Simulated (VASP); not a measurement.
# EuO (Fm-3m) in VASP: single point with PBE

Aim: the single point of EuO with PBE.

All numbers are computed with VASP 6.6.1; they aren't measurements. Logs are shortened: lines on timing, memory, paths and dates and some standing lists are left out, and cuts for length are marked.

## Step 1: The cell of the first run

The structure is cubic, space group Fm-3m (No. 225). Conventional cell: a = 5.245 Å, b = 5.245 Å, c = 5.245 Å, α = 90.00°, β = 90.00°, γ = 90.00°. Within 3.5 Å of Eu (site symmetry m-3m) lie 6 O at 2.62 Å. Within 3.5 Å of O (site symmetry m-3m) lie 6 Eu at 2.62 Å.

## Step 2: Single point, PBE, collinear spin, ferromagnetic start (18.03 Å³/atom)

Input file INCAR:

```
SYSTEM = EuO
PREC = Accurate
ENCUT = 600
EDIFF = 1E-6
ISMEAR = -1
SIGMA = 0.03
LREAL = .FALSE.
LASPH = .TRUE.
NELM = 200
ALGO = Normal
ISIF = 2
LWAVE = .FALSE.
LCHARG = .TRUE.
ISPIN = 2
MAGMOM = 7 0
LORBIT = 11
LMAXMIX = 6
GGA = PE
LELF = .TRUE.
LVHAR = .TRUE.
NBANDS = 22
GGA_COMPAT = .FALSE.
```

Input file KPOINTS:

```
Automatic mesh
0
G
  14 14 14
  0 0 0
```

Input file POSCAR:

```
EuO
1.0
    0.0000000000      2.6223931986      2.6223931986
    2.6223931986      0.0000000000      2.6223931986
    2.6223931986      2.6223931986      0.0000000000
Eu O
1 1
Direct
    0.0000000000      0.0000000000      0.0000000000
    0.5000000000      0.5000000000      0.5000000000
```

Potentials or basis: VASP PAW PBE potentials, release 64 (Eu, O).

Run with:

```sh
$ cat potpaw_PBE.64/Eu/POTCAR potpaw_PBE.64/O/POTCAR > POTCAR
$ mpirun -np 1 vasp_std > vasp.out
```

OUTCAR:

```text
SYSTEM = EuO
   PREC = Accurate
   ENCUT = 600
   EDIFF = 1E-6
   ISMEAR = -1
   LREAL = .FALSE.
   LASPH = .TRUE.
   NELM = 200
   ISIF = 2
   ISPIN = 2
   LORBIT = 11
   GGA = PE

 ion  position               nearest neighbor table
   1  0.000  0.000  0.000-   2 2.62   2 2.62   2 2.62   2 2.62   2 2.62   2 2.62
   2  0.500  0.500  0.500-   1 2.62   1 2.62   1 2.62   1 2.62   1 2.62   1 2.62

  LATTYP: Found a face centered cubic cell.
 ALAT       =     5.2447863972

  Lattice vectors:

 A1 = (   0.0000000000,   2.6223931986,   2.6223931986)
 A2 = (   2.6223931986,   0.0000000000,   2.6223931986)
 A3 = (   2.6223931986,   2.6223931986,   0.0000000000)

Analysis of symmetry for initial positions (statically):
=====================================================================
 Subroutine PRICEL returns:
 Original cell was already a primitive cell.

 Routine SETGRP: Setting up the symmetry group for a
 face centered cubic supercell.

 Subroutine GETGRP returns: Found 48 space group operations
 (whereof 48 operations were pure point group operations)
 out of a pool of 48 trial point group operations.

The static configuration has the point symmetry O_h .

Analysis of symmetry for dynamics (positions and initial velocities):
=====================================================================
 Subroutine PRICEL returns:
 Original cell was already a primitive cell.

 Routine SETGRP: Setting up the symmetry group for a
 face centered cubic supercell.

 Subroutine GETGRP returns: Found 48 space group operations
 (whereof 48 operations were pure point group operations)
 out of a pool of 48 trial point group operations.

The dynamic configuration has the point symmetry O_h .

Analysis of structural, dynamic, and magnetic symmetry:
=====================================================================
 Subroutine PRICEL returns:
 Original cell was already a primitive cell.

 Routine SETGRP: Setting up the symmetry group for a
 face centered cubic supercell.

 Subroutine GETGRP returns: Found 48 space group operations
 (whereof 48 operations were pure point group operations)
 out of a pool of 48 trial point group operations.

The overall configuration has the point symmetry O_h .

 Subroutine INISYM returns: Found 48 space group operations
 (whereof 48 operations are pure point group operations),
 and found     1 'primitive' translations
[... 114 lines left out ...]
     AMIX     =   0.40;   BMIX     =  1.00
     AMIX_MAG =   1.60;   BMIX_MAG =  1.00
  volume/ion in A,a.u.               =      18.03       121.70
  Fermi-wavevector in a.u.,A,eV,Ry     =   1.409104  2.662820 27.015366  1.985573
  Thomas-Fermi vector in A             =   2.531194
   LORBIT       =     11    0 simple, 1 ext, 2 COOP (PROOUT), +10 PAW based schemes
   GGA     = PE    functional components
   LHFCALC =     F    Hartree Fock is set to
   AEXX    =    0.0000 exact exchange contribution
   IVDW    =     0    specifies the selected vdW correction
   LEPSILON=     F    determine dielectric tensor
   LRPA    =     F    only Hartree local field effects (RPA)
 spin polarized calculation
  energy-cutoff  :      600.00
  volume of cell :       36.07
 maximum number of plane-waves:      1243
 NGX is ok and might be reduce to    30
   NGX = 15   NGY = 15   NGZ = 15

 number of electron      23.0000000 magnetization       6.9951669

 Free energy of the ion-electron system (eV)
  ---------------------------------------------------
  ext. energy  EPLUGINS =         0.00000000
  ---------------------------------------------------
  free energy    TOTEN  =       -21.94128726 eV

  energy without entropy =      -21.93786270  energy(sigma->0) =      -21.93957498

 E-fermi :   4.3412     XC(G=0): -10.5498

 val. band max:        4.3383972545   @ k =   0.0714   0.0000   0.0000
 cond. band min:       4.3422059757   @ k =   0.0714   0.0714   0.0000
 fundamental gap:      0.0038087212
 Fermi energy:         4.3411816046

 spin component 1

 k-point     1 :       0.0000    0.0000    0.0000
  band No.  band energies     occupation
      1     -37.2103      1.00000
      2     -15.6761      1.00000
      3     -15.6761      1.00000
      4     -15.6761      1.00000
      5     -14.1757      1.00000
      6       0.6396      1.00000
[... 589 lines left out ...]
     21      10.0843      0.00000
     22      16.2789      0.00000

 [... further k-points ...]

 spin component 2

 k-point     1 :       0.0000    0.0000    0.0000
  band No.  band energies     occupation
      1     -34.1367      1.00000
      2     -14.2732      1.00000
      3     -13.3693      1.00000
      4     -13.3693      1.00000
      5     -13.3693      1.00000
      6       0.6842      1.00000
[... 589 lines left out ...]
     21      11.1352      0.00000
     22      17.9154      0.00000

 [... further k-points ...]

------------------------ aborting loop because EDIFF is reached ----------------------------------------

  FORCE on cell =-STRESS in cart. coord.  units (eV):
  Direction    XX          YY          ZZ          XY          YZ          ZX
  --------------------------------------------------------------------------------------
  -------------------------------------------------------------------------------------
  Total       -1.8692229     -1.8692229     -1.8692229     -0.0000000      0.0000000     -0.0000000
  in kB      -83.0325257    -83.0325257    -83.0325257     -0.0000000      0.0000000     -0.0000000
  external PRESSURE =     -83.0325257 kB  Pullay stress =       0.0000000 kB

 VOLUME and BASIS-vectors are now :
 -----------------------------------------------------------------------------
  energy-cutoff  :      600.00
  volume of cell :       36.07
      direct lattice vectors                 reciprocal lattice vectors
     0.000000000  2.622393199  2.622393199    -0.190665534  0.190665534  0.190665534
     2.622393199  0.000000000  2.622393199     0.190665534 -0.190665534  0.190665534
     2.622393199  2.622393199  0.000000000     0.190665534  0.190665534 -0.190665534

 POSITION                                       TOTAL-FORCE (eV/Angst)
 -----------------------------------------------------------------------------------
      0.00000      0.00000      0.00000         0.000000     -0.000000     -0.000000
      2.62239      2.62239      2.62239        -0.000000      0.000000      0.000000
 -----------------------------------------------------------------------------------
    total drift:                                0.000000      0.000000      0.000000

  FREE ENERGIE OF THE ION-ELECTRON SYSTEM (eV)
  ---------------------------------------------------
  free  energy   TOTEN  =       -21.9412872557 eV

  energy  without entropy=      -21.9378627042  energy(sigma->0) =      -21.93957498

 total charge

# of ion       s       p       d       f       tot
--------------------------------------------------
    1        2.029   5.759   0.348   6.637  14.773
    2        1.551   3.372   0.000   0.000   4.923
--------------------------------------------------
tot          3.580   9.131   0.348   6.637  19.695

 magnetization (x)

# of ion       s       p       d       f       tot
--------------------------------------------------
    1       -0.012  -0.108   0.132   6.594   6.606
    2       -0.003  -0.093   0.000   0.000  -0.096
--------------------------------------------------
tot         -0.015  -0.202   0.132   6.594   6.510
```

stdout:

```text
POSCAR found type information on POSCAR EuO
 POSCAR found :  2 types and       2 ions
 scaLAPACK will be used
 LDA part: xc-table for (Slater+PW92), standard interpolation
 POSCAR, INCAR and KPOINTS ok, starting setup
 FFT: planning ... GRIDC
 FFT: planning ... GRID_SOFT
 FFT: planning ... GRID
 WAVECAR not read
 entering main loop
```

Wall time 7 min (1 thread of Oxide Virtual Turin-like, shared host); peak memory 0.29 GiB.

What came out:

```yaml
Free_energy: -21.9413 eV
Pressure: -8.3 GPa
Band_gap_on_the_k_mesh: zero (filled and empty bands overlap)
Net_moment: 7.00 μB per cell
Site_moments: Eu +6.61; O -0.10 μB
Valence_electrons_inside_the_program's_atomic_spheres: Eu 14.77; O 4.92
```

Caveat: the cell stands under tension; spin-orbit coupling is left out, which moves the levels of the heavy elements; a cell with one magnetic atom can't hold antiferromagnetic order, which such compounds often take; semilocal functionals describe open f shells poorly, which spoils levels, moments and volumes.
